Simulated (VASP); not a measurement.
# SnO2 (Fm-3m) in VASP: notebook, part 2 of 2

VASP 6.6.1. Earlier steps stand in the parts before.

## 3. Vibrations by perturbation theory, PBEsol

This run uses another cell than the first one, of 10.95 Å³/atom, 1.010 times its volume.

INCAR

```
SYSTEM = SnO2
PREC = Accurate
ENCUT = 520
EDIFF = 1E-8
ISMEAR = 0
SIGMA = 0.01
LREAL = .False.
LASPH = .True.
NELM = 80
ALGO = Normal
ISIF = 2
LWAVE = .False.
LCHARG = .False.
GGA = PS
NBANDS = 20
IBRION = 8
NSW = 1
LEPSILON = .True.
```

KPOINTS

```
Automatic mesh
0
Gamma
  8 8 8
  0 0 0
```

POSCAR

```
SnO2
1.0
    0.0000000000      2.5421658042      2.5421658042
    2.5421658042      0.0000000000      2.5421658042
    2.5421658042      2.5421658042      0.0000000000
Sn O
1 2
Direct
    0.0000000000      0.0000000000      0.0000000000
    0.2500000000      0.2500000000      0.2500000000
    0.7500000000      0.7500000000      0.7500000000
```

Potentials or basis: VASP PAW PBE potentials, release 64 (Sn_d, O).

The run is started by

```sh
$ cat potpaw_PBE.64/Sn_d/POTCAR potpaw_PBE.64/O/POTCAR > POTCAR
$ mpirun -np 1 vasp_std > vasp.out
```

OUTCAR:

```text
SYSTEM = SnO2
   PREC = Accurate
   ENCUT = 520
   EDIFF = 1E-8
   ISMEAR = 0
   LREAL = .False.
   LASPH = .True.
   NELM = 80
   ISIF = 2
   GGA = PS
   IBRION = 8
   NSW = 1
   LEPSILON = .True.

 ion  position               nearest neighbor table
   1  0.000  0.000  0.000-   3 2.20   2 2.20   3 2.20   2 2.20   3 2.20   3 2.20   2 2.20   2 2.20

   2  0.250  0.250  0.250-   1 2.20   1 2.20   1 2.20   1 2.20
   3  0.750  0.750  0.750-   1 2.20   1 2.20   1 2.20   1 2.20

  LATTYP: Found a face centered cubic cell.
 ALAT       =     5.0843316084

  Lattice vectors:

 A1 = (   0.0000000000,   2.5421658042,   2.5421658042)
 A2 = (   2.5421658042,   0.0000000000,   2.5421658042)
 A3 = (   2.5421658042,   2.5421658042,   0.0000000000)

Analysis of symmetry for initial positions (statically):
=====================================================================
 Subroutine PRICEL returns:
 Original cell was already a primitive cell.

 Routine SETGRP: Setting up the symmetry group for a
 face centered cubic supercell.

 Subroutine GETGRP returns: Found 48 space group operations
 (whereof 48 operations were pure point group operations)
 out of a pool of 48 trial point group operations.

The static configuration has the point symmetry O_h .

Analysis of symmetry for dynamics (positions and initial velocities):
=====================================================================
 Subroutine PRICEL returns:
 Original cell was already a primitive cell.

 Routine SETGRP: Setting up the symmetry group for a
 face centered cubic supercell.

 Subroutine GETGRP returns: Found 48 space group operations
 (whereof 48 operations were pure point group operations)
 out of a pool of 48 trial point group operations.

The dynamic configuration has the point symmetry O_h .

 Subroutine INISYM returns: Found 48 space group operations
 (whereof 48 operations are pure point group operations),
 and found     1 'primitive' translations

----------------------------------------------------------------------------------------

                                     Primitive cell

  volume of cell :      32.8580

  direct lattice vectors                    reciprocal lattice vectors
     0.000000000  2.542165804  2.542165804    -0.196682687  0.196682687  0.196682687
     2.542165804  0.000000000  2.542165804     0.196682687 -0.196682687  0.196682687
     2.542165804  2.542165804  0.000000000     0.196682687  0.196682687 -0.196682687

  length of vectors
     3.595165358  3.595165358  3.595165358     0.340664406  0.340664406  0.340664406

[... 761 lines left out ...]
  ---------------------------------------------------
  ---------------------------------------------------
  free energy    TOTEN  =        -0.36405231 eV

  energy without entropy =       -0.36405231

------------------------ aborting loop because EDIFF is reached ----------------------------------------

 INTERNAL STRAIN TENSOR  FOR ION    2  DIRECTION 1   (eV/Angst):
 -----------------------------------------------------------------------------
    -0.00275  0.00000  0.00000
     0.00000 -0.00041 -2.94045
     0.00000 -2.94045 -0.00041

 MACROSCOPIC STATIC DIELECTRIC TENSOR (including local field effects in DFT)
 ------------------------------------------------------
           6.072697     0.000000    -0.000000
           0.000000     6.072697    -0.000000
           0.000000    -0.000000     6.072697
 ------------------------------------------------------

 PIEZOELECTRIC TENSOR (including local field effects)  for field in x, y, z        (e  Angst)
          XX          YY          ZZ          XY          YZ          ZX
  --------------------------------------------------------------------------------
  x     0.00000     0.00000     0.00000     0.00000     0.00000     0.00000
  y     0.00000     0.00000     0.00000     0.00000     0.00000     0.00000
  z     0.00000     0.00000     0.00000     0.00000     0.00000     0.00000

 PIEZOELECTRIC TENSOR (including local field effects)  for field in x, y, z        (C/m^2)
          XX          YY          ZZ          XY          YZ          ZX
  --------------------------------------------------------------------------------
  x     0.00000     0.00000     0.00000     0.00000     0.00000     0.00000
  y     0.00000     0.00000     0.00000     0.00000     0.00000     0.00000
  z     0.00000     0.00000     0.00000     0.00000     0.00000     0.00000

 BORN EFFECTIVE CHARGES (including local field effects) (in |e|, cummulative output)
 ---------------------------------------------------------------------------------
 ion    1
    1     4.50702     0.00000     0.00000
    2     0.00000     4.50702     0.00000
    3     0.00000     0.00000     4.50702
 ion    2
    1    -2.25351     0.00000     0.00000
    2     0.00000    -2.25351     0.00000
    3     0.00000     0.00000    -2.25351
 ion    3
    1    -2.25351     0.00000     0.00000
    2     0.00000    -2.25351     0.00000
    3     0.00000     0.00000    -2.25351

 INTERNAL STRAIN TENSOR FOR ION    3 for displacements in x,y,z  (eV/Angst):
          X           Y           Z          XY          YZ          ZX
  --------------------------------------------------------------------------------
  x    -0.00000     0.00000     0.00000     0.00000     2.94045     0.00000
  y     0.00000     0.00000     0.00000     0.00000     0.00000     2.94045
  z     0.00000     0.00000    -0.00000     2.94045     0.00000     0.00000

 SECOND DERIVATIVES (NOT SYMMETRIZED)
 ------------------------------------
               1X          1Y          1Z          2X          2Y          2Z          3X          3Y          3Z
  1X    -9.142738    0.000000    0.000000    4.571369    0.000000    0.000000    4.571369    0.000000    0.000000
  1Y     0.000000   -9.142738    0.000000    0.000000    4.571369    0.000000    0.000000    4.571369    0.000000
  1Z     0.000000    0.000000   -9.142738    0.000000    0.000000    4.571369    0.000000    0.000000    4.571369
  2X     4.576566    0.000000    0.000000  -10.218607    0.000000    0.000000    5.642041    0.000000    0.000000
  2Y     0.000000    4.576566    0.000000    0.000000  -10.218607    0.000000    0.000000    5.642041    0.000000
  2Z     0.000000    0.000000    4.576566    0.000000    0.000000  -10.218607    0.000000    0.000000    5.642041
  3X     4.576566    0.000000    0.000000    5.642041    0.000000    0.000000  -10.218607    0.000000    0.000000
  3Y     0.000000    4.576566    0.000000    0.000000    5.642041    0.000000    0.000000  -10.218607    0.000000
  3Z     0.000000    0.000000    4.576566    0.000000    0.000000    5.642041    0.000000    0.000000  -10.218607

 Eigenvectors and eigenvalues of the dynamical matrix
 ----------------------------------------------------

   1 f  =   15.565075 THz    97.798248 2PiTHz  519.195000 cm-1    64.371947 meV
             X         Y         Z           dx          dy          dz
      0.000000  0.000000  0.000000    -0.000000   -0.000000   -0.000000
      1.271083  1.271083  1.271083    -0.000000   -0.000000   -0.707107
      3.813249  3.813249  3.813249     0.000000    0.000000    0.707107
[... 43 lines left out ...]
   9 f/i=    0.002188 THz     0.013746 2PiTHz    0.072977 cm-1     0.009048 meV
             X         Y         Z           dx          dy          dz
      0.000000  0.000000  0.000000     0.042906   -0.113273   -0.879312
      1.271083  1.271083  1.271083     0.015743   -0.041562   -0.322636
      3.813249  3.813249  3.813249     0.015743   -0.041562   -0.322636

--------------------------------------------------------------------------------------------------------

 MACROSCOPIC STATIC DIELECTRIC TENSOR IONIC CONTRIBUTION
 ------------------------------------------------------
          12.231018    -0.000000    -0.000000
          -0.000000    12.231018    -0.000000
          -0.000000    -0.000000    12.231018
 ------------------------------------------------------

 ELASTIC MODULI CONTR FROM IONIC RELAXATION (kBar)
 Direction    XX          YY          ZZ          XY          YZ          ZX
 --------------------------------------------------------------------------------
 XX          -0.0000     -0.0000      0.0000     -0.0000      0.0000     -0.0000
 YY          -0.0000     -0.0000     -0.0000      0.0000      0.0000     -0.0000
 ZZ           0.0000     -0.0000     -0.0000      0.0000     -0.0000     -0.0000
 XY          -0.0000      0.0000      0.0000    -53.1625      0.0000      0.0000
 YZ           0.0000      0.0000     -0.0000      0.0000    -53.1625      0.0000
 ZX          -0.0000     -0.0000     -0.0000      0.0000      0.0000    -53.1625
 --------------------------------------------------------------------------------

 PIEZOELECTRIC TENSOR IONIC CONTR  for field in x, y, z        (C/m^2)
          XX          YY          ZZ          XY          YZ          ZX
  --------------------------------------------------------------------------------
  x    -0.00000     0.00000     0.00000    -0.00000     0.00000     0.00000
  y     0.00000    -0.00000    -0.00000     0.00000    -0.00000    -0.00000
  z    -0.00000     0.00000    -0.00000     0.00000     0.00000     0.00000
```

OSZICAR:

```text
N       E                     dE             d eps       ncg     rms          rms(c)
DAV:   1     0.235940273180E+03    0.23594E+03   -0.13470E+04  1272   0.204E+03
DAV:   2     0.289679234779E+01   -0.23304E+03   -0.22122E+03  1220   0.492E+02
DAV:   3    -0.213466295529E+02   -0.24243E+02   -0.23849E+02  1352   0.132E+02
DAV:   4    -0.219698404937E+02   -0.62321E+00   -0.62282E+00  1284   0.219E+01
[... 175 lines left out ...]
RMM:  10    -0.364052391668E+00    0.31013E-06    0.11259E-08  7452   0.519E-04    0.712E-06
RMM:  11    -0.364052284131E+00    0.10754E-06    0.15468E-08  7884   0.410E-04    0.345E-06
RMM:  12    -0.364052316040E+00   -0.31909E-07   -0.40477E-09  7629   0.375E-04    0.136E-06
RMM:  13    -0.364052304654E+00    0.11386E-07   -0.52016E-08  7243   0.362E-04    0.429E-07
RMM:  14    -0.364052309582E+00   -0.49281E-08   -0.25695E-08  6226   0.357E-04    0.175E-07
 Linear response finished
```

stdout:

```text
POSCAR found type information on POSCAR SnO
 POSCAR found :  2 types and       3 ions
 scaLAPACK will be used
 -----------------------------------------------------------------------------
|                                                                             |
|                                                                             |
[... 39 lines left out ...]
 first order change of Fermi-energy  -0.20613E-01
 force on displaced ion       1 direction 1 :  -9.143   0.000   0.000
 Born effective charge ion    1 direction 1 :   4.500   0.000   0.000
 Linear response progress:
 first order change of Fermi-energy   0.54721E-04
 force on displaced ion       2 direction 1 : -10.219   0.000   0.000
 Born effective charge ion    2 direction 1 :  -2.260   0.000   0.000
 Born effective charges drift removed
 Linear response finished
```

Wall time 6 min (1 thread of Intel Xeon Platinum 8488C (Sapphire Rapids), shared host); peak memory 0.33 GiB.

Results:

```
Electronic dielectric tensor (diagonal)                 : 6.07
Born charges (mean of the diagonal)                     : Sn +4.51; O -2.25 e
Highest phonon frequency at Γ, LO-TO splitting left out : 519 cm⁻¹
```

Phonon frequencies in cm⁻¹ (negative: imaginary):
```
              q point                    frequencies
(0.000, 0.000, 0.000)  0 0 0 314 314 314 519 519 519
```

Electronic dielectric tensor:
```
6.07 0.00 0.00
0.00 6.07 0.00
0.00 0.00 6.07
```

Born effective charge tensors (e):
atom 1, Sn
```
4.51 0.00 0.00
0.00 4.51 0.00
0.00 0.00 4.51
```
atom 2, O
```
-2.25  0.00  0.00
 0.00 -2.25  0.00
 0.00  0.00 -2.25
```
atom 3, O
```
-2.25  0.00  0.00
 0.00 -2.25  0.00
 0.00  0.00 -2.25
```

Caveat: the PAW data sets were made with another functional, which shifts forces and pressure a little; spin-orbit coupling is left out, which moves the levels of the heavy elements.
